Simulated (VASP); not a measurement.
Set up this calculation in VASP 6.6.1, as the native input.

| Quantity | Value |
| --- | --- |
| Task | relaxation of cell and atoms |
| Functional | PBE |
| Potentials or basis | VASP PAW PBE potentials, release 64 (Hf_pv, C) |
| Cutoff | 600 eV |
| k mesh | 12 × 12 × 16 |
| Occupations | gaussian, width 0.1 eV |
| Spin | no spin polarisation |
| Dipole correction | no |
| Further INCAR settings | ALGO = Normal; EDIFF = 1e-06; IBRION = 2; EDIFFG = -0.01; NSW = 100; ISIF = 3 |

The structure of Hf2C lies in POSCAR:

```
Hf2C
1.0
    4.6446488095      0.0000000000      0.0000000000
   -2.3223244048      4.0223838607      0.0000000000
    0.0000000000      0.0000000000      2.7581036181
Hf C
2 1
Direct
    0.3333333333      0.6666666667      0.5000000000
    0.6666666667      0.3333333333      0.5000000000
    0.0000000000      0.0000000000      0.0000000000
```

The input as run:

INCAR

```
SYSTEM = Hf2C
ALGO = Normal ; EDIFF = 1E-6
EDIFFG = -0.01 ; ENCUT = 600
GGA = PE ; IBRION = 2
ISIF = 3 ; ISMEAR = 0
LASPH = .True. ; LCHARG = .False.
LREAL = .False. ; LWAVE = .False.
NELM = 60 ; NSW = 100
PREC = Accurate ; SIGMA = 0.1
```

KPOINTS

```
k-points
0
Gamma
  12 12 16
  0 0 0
```

Potentials or basis: VASP PAW PBE potentials, release 64 (Hf_pv, C).

Run with:

```console
$ cat potpaw_PBE.64/Hf_pv/POTCAR potpaw_PBE.64/C/POTCAR > POTCAR
$ mpirun -np 1 vasp_std > vasp.out
```

It gave:

```
Relaxed volume                         : 17.19 Å³/atom
Relaxed cell                           : a = 4.654 Å, b = 4.654 Å, c = 2.749 Å, α = 90.00°, β = 90.00°, γ = 120.00°
Space group after relaxing (to 0.05 Å) : P6/mmm (No. 191)
Energy gained by relaxing              : 0.2 meV/atom
Ionic steps                            : 4
Pressure after relaxing                : 0.0 GPa
Band gap on the k mesh                 : zero (band 12 reaches 5.26 eV, above the bottom of band 13 at 4.43 eV)
```

Caveat: spin-orbit coupling is left out, which moves the levels of the heavy elements.

It took 5.5 min on 1 thread of AMD EPYC 7R13 Processor (Zen 3) (shared host), peak memory 0.3 GiB.
